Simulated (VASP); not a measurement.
Wanted: the native input for a VASP 6.6.1 run.

```
Task                   : single point
Functional             : LDA
Potentials or basis    : VASP PAW LDA potentials, release 64 (Re)
Cutoff                 : 520 eV
k mesh                 : 14 × 14 × 8
Occupations            : fermi-dirac, width 0.05 eV
Spin                   : no spin polarisation
Dipole correction      : no
Further INCAR settings : ALGO = Normal; EDIFF = 1e-06; NBANDS = 14
```

The structure of Re lies in POSCAR:

```
Re
1.0
    2.6549590938      0.0000000000      0.0000000000
   -1.3274795469      2.2992620212      0.0000000000
    0.0000000000      0.0000000000      4.1620000000
Re
2
Direct
    0.3333333333      0.6666666667      0.2500000000
    0.6666666667      0.3333333333      0.7500000000
```

This cell differs from its parent crystal: equal xx and yy strain of +2 %.

These files were run (other wordings do the same):

INCAR

```
SYSTEM = Re
PREC = Accurate
ENCUT = 520
EDIFF = 1E-6
ISMEAR = -1
SIGMA = 0.05
LREAL = .False.
LASPH = .True.
NELM = 60
ALGO = Normal
ISIF = 2
LWAVE = .False.
LCHARG = .True.
GGA = CA
LELF = .True.
LVHAR = .True.
NBANDS = 14
```

KPOINTS

```
regular mesh
0
Gamma
  14 14 8
  0 0 0
```

Potentials or basis: VASP PAW LDA potentials, release 64 (Re).

Command:

```bash
$ cat potpaw_LDA.64/Re/POTCAR > POTCAR
$ mpirun -np 1 vasp_std > vasp.out
```

It gave:

```yaml
Pressure: 67.7 GPa
Band_gap_on_the_k_mesh: zero (band 7 reaches 11.59 eV, above the bottom of band 8 at 7.45 eV)
```

Caveat: the cell differs from its parent crystal (equal xx and yy strain of +2 %); spin-orbit coupling is left out, which moves the levels of the heavy elements.

Run time: 63 s on 1 thread of Intel Xeon 8259CL, on a shared host, peak memory 0.16 GiB.
